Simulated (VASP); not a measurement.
# TmP2 (P6/mmm) in VASP: single point with PBE

Aim: the single point of TmP2 with PBE.

All numbers are computed with VASP 6.6.1; they aren't measurements. Logs are shortened: lines on timing, memory, paths and dates and some standing lists are left out, and cuts for length are marked.

**1. The cell of the first run**

The structure is hexagonal, space group P6/mmm (No. 191). Conventional cell: a = 3.605 Å, b = 3.605 Å, c = 7.227 Å, α = 90.00°, β = 90.00°, γ = 120.00°. Within 3.7 Å of Tm (site symmetry 6/mmm) lie 2 P at 2.64 Å and 6 Tm at 3.60 Å. Within 2.7 Å of P (site symmetry 6mm) lie 1 P at 1.95 Å and 1 Tm at 2.64 Å.

**2. Single point, PBE**

POSCAR reads:

```
TmP2
1.0
    3.6049421706      0.0000000000      0.0000000000
   -1.8024710853      3.1219714989      0.0000000000
    0.0000000000      0.0000000000      7.2269524511
Tm P
1 2
Direct
    0.0000000000      0.0000000000      0.0000000000
    0.0000000000      0.0000000000      0.3652665065
    0.0000000000      0.0000000000      0.6347334935
```

INCAR.step1 reads:

```
  PREC = Accurate
  ENCUT = 400
  EDIFF = 1E-6
  ISMEAR = 0
  SIGMA = 0.1
  LREAL = False
  LASPH = True
  NELM = 200
  ALGO = Normal
  ISIF = 2
  LWAVE = False
  LCHARG = True
  LMAXMIX = 6
  GGA = PE
  NBANDS = 16
  GGA_COMPAT = False
  NEDOS = 2001
  LORBIT = 11
```

KPOINTS.step1 reads:

```
regular mesh
0
Gamma
  18 18 6
```

INCAR.step2 reads:

```
  PREC = Accurate
  ENCUT = 400
  EDIFF = 1E-6
  ISMEAR = -5
  SIGMA = 0.1
  LREAL = False
  LASPH = True
  NELM = 200
  ALGO = Normal
  ISIF = 2
  LWAVE = False
  LCHARG = False
  LMAXMIX = 6
  GGA = PE
  LORBIT = 11
  NEDOS = 2001
  ICHARG = 11
  GGA_COMPAT = False
```

KPOINTS.step2 reads:

```
regular mesh
0
Gamma
  27 27 9
```

Potentials or basis: VASP PAW PBE potentials, release 64 (Tm_3, P), 4f in core.

Run with:

```console
cat potpaw_PBE.64/Tm_3/POTCAR potpaw_PBE.64/P/POTCAR > POTCAR
cp INCAR.step1 INCAR
cp KPOINTS.step1 KPOINTS
mpirun -np 1 vasp_std > vasp.out
cp INCAR.step2 INCAR
cp KPOINTS.step2 KPOINTS
mpirun -np 1 vasp_std > vasp.out
```

OUTCAR:

```text
PREC = Accurate
   ENCUT = 400
   EDIFF = 1E-6
   ISMEAR = -5
   LREAL = False
   LASPH = True
   NELM = 200
   ISIF = 2
   GGA = PE
   LORBIT = 11
   ICHARG = 11

 ion  position               nearest neighbor table
   1  0.000  0.000  0.000-   2 2.64   3 2.64
   2  0.000  0.000  0.365-   3 1.95   1 2.64
   3  0.000  0.000  0.635-   2 1.95   1 2.64

  LATTYP: Found a hexagonal cell.
 ALAT       =     3.6049421706
 C/A-ratio  =     2.0047346418

  Lattice vectors:

 A1 = (   3.6049421706,   0.0000000000,   0.0000000000)
 A2 = (  -1.8024710853,   3.1219714989,   0.0000000000)
 A3 = (   0.0000000000,   0.0000000000,   7.2269524511)

Analysis of symmetry for initial positions (statically):
=====================================================================
 Subroutine PRICEL returns:
 Original cell was already a primitive cell.

 Routine SETGRP: Setting up the symmetry group for a
 hexagonal supercell.

 Subroutine GETGRP returns: Found 24 space group operations
 (whereof 24 operations were pure point group operations)
 out of a pool of 24 trial point group operations.

The static configuration has the point symmetry D_6h.

Analysis of symmetry for dynamics (positions and initial velocities):
=====================================================================
 Subroutine PRICEL returns:
 Original cell was already a primitive cell.

 Routine SETGRP: Setting up the symmetry group for a
 hexagonal supercell.

 Subroutine GETGRP returns: Found 24 space group operations
 (whereof 24 operations were pure point group operations)
 out of a pool of 24 trial point group operations.

The dynamic configuration has the point symmetry D_6h.

 Subroutine INISYM returns: Found 24 space group operations
 (whereof 24 operations are pure point group operations),
 and found     1 'primitive' translations

----------------------------------------------------------------------------------------

                                     Primitive cell

  volume of cell :      81.3359

  direct lattice vectors                    reciprocal lattice vectors
     3.604942171  0.000000000  0.000000000     0.277396960  0.160155210  0.000000000
    -1.802471085  3.121971499  0.000000000     0.000000000  0.320310419  0.000000000
     0.000000000  0.000000000  7.226952451     0.000000000  0.000000000  0.138370912

  length of vectors
     3.604942171  3.604942171  7.226952451     0.320310419  0.320310419  0.138370912

  position of ions in fractional coordinates (direct lattice)
     0.000000000  0.000000000  0.000000000
     0.000000000  0.000000000  0.365266506
     0.000000000  0.000000000  0.634733494

  ion indices of the primitive-cell ions
   primitive index   ion index
                 1           1
                 2           2
                 3           3

----------------------------------------------------------------------------------------

 KPOINTS: regular mesh

Automatic generation of k-mesh.
 Grid dimensions read from file:
 generate k-points for:   27   27    9

 Generating k-lattice:

  Cartesian coordinates                     Fractional coordinates (reciprocal lattice)
     0.010273961  0.005931674  0.000000000     0.037037037  0.000000000  0.000000000
     0.000000000  0.011863349  0.000000000     0.000000000  0.037037037  0.000000000
     0.000000000  0.000000000  0.015374546     0.000000000  0.000000000  0.111111111

  Length of vectors
     0.011863349  0.011863349  0.015374546

  Shift w.r.t. Gamma in fractional coordinates (k-lattice)
     0.000000000  0.000000000  0.000000000

 TETIRR: Found   6288 inequivalent tetrahedra from    39366

 Subroutine IBZKPT returns following result:
 ===========================================

 Found    375 irreducible k-points:

 Following reciprocal coordinates:
            Coordinates               Weight
  0.000000  0.000000  0.000000      1.000000
  0.037037  0.000000  0.000000      6.000000
  0.074074  0.000000  0.000000      6.000000
  0.111111 -0.000000  0.000000      6.000000
  0.148148  0.000000  0.000000      6.000000
  0.185185  0.000000  0.000000      6.000000
[... 16 lines left out ...]
  0.333333  0.037037  0.000000     12.000000
  0.370370  0.037037  0.000000     12.000000
 [... further k-points ...]
   k-points           NKPTS =    375   k-points in BZ     NKDIM =    375   number of bands    NBANDS=     13
   number of dos      NEDOS =   2001   number of ions     NIONS =      3
   total plane-waves  NPLWV =  27648
   dimension x,y,z NGX =    24 NGY =   24 NGZ =   48
   dimension x,y,z NGXF=    48 NGYF=   48 NGZF=   96
   ions per type =               1   2
   NGX,Y,Z   is equivalent  to a cutoff of  11.07, 11.07, 11.04 a.u.
   NGXF,Y,Z  is equivalent  to a cutoff of  22.14, 22.14, 22.08 a.u.
 SYSTEM =  unknown system
   PREC   = accura    normal or accurate (medium, high low for compatibility)
   ISTART =      0    job   : 0-new  1-cont  2-samecut
   ICHARG =     11    charge: 1-file 2-atom 10-const
   ISPIN  =      1    spin polarized calculation?
   LNONCOLLINEAR =      F non collinear calculations
   LSORBIT =      F    spin-orbit coupling
   LASPH  =      T    aspherical Exc in radial PAW
   ENCUT  =  400.0 eV  29.40 Ry    5.42 a.u.   5.88  5.88 11.79*2*pi/ulx,y,z
   NELM   =    200;   NELMIN=  2; NELMDL=  0     # of ELM steps
   EDIFF  = 0.1E-05   stopping-criterion for ELM
   LREAL  =      F    real-space projection
   EDIFFG = 0.1E-04   stopping-criterion for IOM
   NSW    =      0    number of steps for IOM
   IBRION =     -1    ionic relax: 0-MD 1-quasi-New 2-CG
   NFREE  =      0    steps in history (QN), initial steepest desc. (CG)
   ISIF   =      2    stress and relaxation
   ISYM   =      2    0-nonsym 1-usesym 2-fastsym
   POTIM  = 0.5000    time-step for ionic-motion
   TEBEG  =    0.0;   TEEND  =   0.0 temperature during run
   PSTRESS=    0.0 pullay stress
   NELECT =      19.0000    total number of electrons
   NUPDOWN=      -1.0000    fix difference up-down
   EMIN   =  10.00;   EMAX   =-10.00  energy-range for DOS
   EFERMI =   0.00;   METHOD = LEGACY
   ISMEAR =    -5;   SIGMA  =   0.10  broadening in eV -4-tet -1-fermi 0-gaus
   EFERMI_NEDOS =   21; number of points for ismear=-14 and -15
   IALGO  =     38    algorithm
   IMIX   =      4    mixing-type and parameters
     AMIX     =   0.40;   BMIX     =  1.00
     AMIX_MAG =   1.60;   BMIX_MAG =  1.00
  volume/ion in A,a.u.               =      27.11       182.96
  Fermi-wavevector in a.u.,A,eV,Ry     =   1.008243  1.905303 13.831056  1.016554
  Thomas-Fermi vector in A             =   2.141098
   LORBIT       =     11    0 simple, 1 ext, 2 COOP (PROOUT), +10 PAW based schemes
   GGA     = PE    functional components
   LHFCALC =     F    Hartree Fock is set to
   AEXX    =    0.0000 exact exchange contribution
   IVDW    =     0    specifies the selected vdW correction
   LEPSILON=     F    determine dielectric tensor
   LRPA    =     F    only Hartree local field effects (RPA)
 non-spin polarized calculation
 Fermi weights with tetrahedron method with Bloechl corrections
  energy-cutoff  :      400.00
  volume of cell :       81.34
 maximum number of plane-waves:      1505
 NGX is ok and might be reduce to    24

 number of electron      19.0000009 magnetization

 Free energy of the ion-electron system (eV)
  ---------------------------------------------------
  ext. energy  EPLUGINS =         0.00000000
  ---------------------------------------------------
  free energy    TOTEN  =       -14.29967323 eV

  energy without entropy =      -14.29967323  energy(sigma->0) =      -14.29967323

 E-fermi :   2.7426     XC(G=0):  -9.0960

 val. band max:        2.7468446088   @ k =   0.3704   0.1481   0.1111
 cond. band min:       2.7261489400   @ k =   0.2222   0.0741   0.1111
 fundamental gap:     -0.0206956688
 Fermi energy:         2.7426299807

 k-point     1 :       0.0000    0.0000    0.0000
  band No.  band energies     occupation
      1     -22.8078      2.00000
      2     -22.6026      2.00000
      3     -22.6026      2.00000
      4      -9.7576      2.00000
      5      -5.1038      2.00000
      6      -2.3988      2.00000
      7       0.7140      2.00000
      8       2.8033     -0.22500
      9       2.8033      0.00000
     10       5.0588      0.00000
     11       5.0588      0.00000
     12       5.2128      0.00000
     13       5.2128      0.00000

 k-point     2 :       0.0370    0.0000    0.0000
  band No.  band energies     occupation
      1     -22.8072      2.00000
      2     -22.6067      2.00000
      3     -22.6035      2.00000
      4      -9.7479      2.00000
      5      -5.0919      2.00000
      6      -2.3836      2.00000
      7       0.7366      2.00000
      8       2.7224      1.87255
      9       2.7878     -0.16756
     10       4.9545      0.00000
     11       5.0436      0.00000
     12       5.1732      0.00000
     13       5.2425      0.00000

 k-point     3 :       0.0741    0.0000    0.0000
  band No.  band energies     occupation
      1     -22.8055      2.00000
      2     -22.6190      2.00000
      3     -22.6064      2.00000
      4      -9.7190      2.00000
      5      -5.0565      2.00000
      6      -2.3391      2.00000
      7       0.8032      2.00000
      8       2.4993      2.00000
      9       2.7429      1.40653
     10       4.6828      0.00000
     11       4.9992      0.00000
     12       5.0611      0.00000
     13       5.3310      0.00000
[... 305 lines left out ...]
 k-point    23 :       0.3333    0.0370    0.0000
  band No.  band energies     occupation
      1     -22.8424      2.00000
      2     -22.7735      2.00000
      3     -22.6624      2.00000
      4      -9.0951      2.00000
      5      -4.2242      2.00000
      6      -1.5060      2.00000
      7      -0.4251      2.00000
      8       1.6745      2.00000
      9       1.9736      2.00000
     10       2.2711      2.00000
     11       4.1673      0.00000
     12       4.2410      0.00000
     13       6.3582      0.00000

 k-point    24 :       0.3704    0.0370    0.0000
  band No.  band energies     occupation
      1     -22.8667      2.00000
      2     -22.7699      2.00000
      3     -22.6686      2.00000
      4      -9.0134      2.00000
      5      -4.1013      2.00000
      6      -1.4047      2.00000
      7      -0.6866      2.00000
      8       1.3916      2.00000
      9       1.9067      2.00000
     10       2.3306      2.00000
     11       4.1696      0.00000
     12       4.3132      0.00000
     13       6.2750      0.00000

 [... further k-points ...]
[... 5 lines left out ...]
  --------------------------------------------------------------------------------------
  -------------------------------------------------------------------------------------
  Total        0.1122971      0.1122971      0.0455106      0.0000000      0.0000000      0.0000000
  in kB        2.2120586      2.2120586      0.8964798      0.0000000      0.0000000      0.0000000
  external PRESSURE =       1.7735324 kB  Pullay stress =       0.0000000 kB

 VOLUME and BASIS-vectors are now :
 -----------------------------------------------------------------------------
  energy-cutoff  :      400.00
  volume of cell :       81.34
      direct lattice vectors                 reciprocal lattice vectors
     3.604942171  0.000000000  0.000000000     0.277396960  0.160155210  0.000000000
    -1.802471085  3.121971499  0.000000000     0.000000000  0.320310419  0.000000000
     0.000000000  0.000000000  7.226952451     0.000000000  0.000000000  0.138370912

 POSITION                                       TOTAL-FORCE (eV/Angst)
 -----------------------------------------------------------------------------------
      0.00000      0.00000      0.00000         0.000000     -0.000000      0.000000
      0.00000      0.00000      2.63976         0.000000     -0.000000      0.150179
      0.00000      0.00000      4.58719        -0.000000      0.000000     -0.150179
 -----------------------------------------------------------------------------------
    total drift:                                0.000000      0.000000     -0.000000

  FREE ENERGIE OF THE ION-ELECTRON SYSTEM (eV)
  ---------------------------------------------------
  free  energy   TOTEN  =       -14.2996732317 eV

  energy  without entropy=      -14.2996732317  energy(sigma->0) =      -14.29967323

 total charge

# of ion       s       p       d       tot
------------------------------------------
    1        0.476   6.585   1.076   8.138
    2        1.077   1.436   0.000   2.513
    3        1.077   1.436   0.000   2.513
--------------------------------------------------
tot          2.630   9.457   1.076  13.163
```

It took 2.9 min on 1 thread of Intel Xeon Platinum 8488C (Sapphire Rapids), shared host; peak memory 0.39 GiB.

What came out:

| Item | Value |
| --- | --- |
| Valence electrons inside the program's atomic spheres | Tm 8.14; P 2.51 |

Caveat: spin-orbit coupling is left out, which moves the levels of the heavy elements; the 4f electrons are frozen in the core, so they carry no moment and show no levels; tetrahedron occupations give inexact forces and stress in metals.
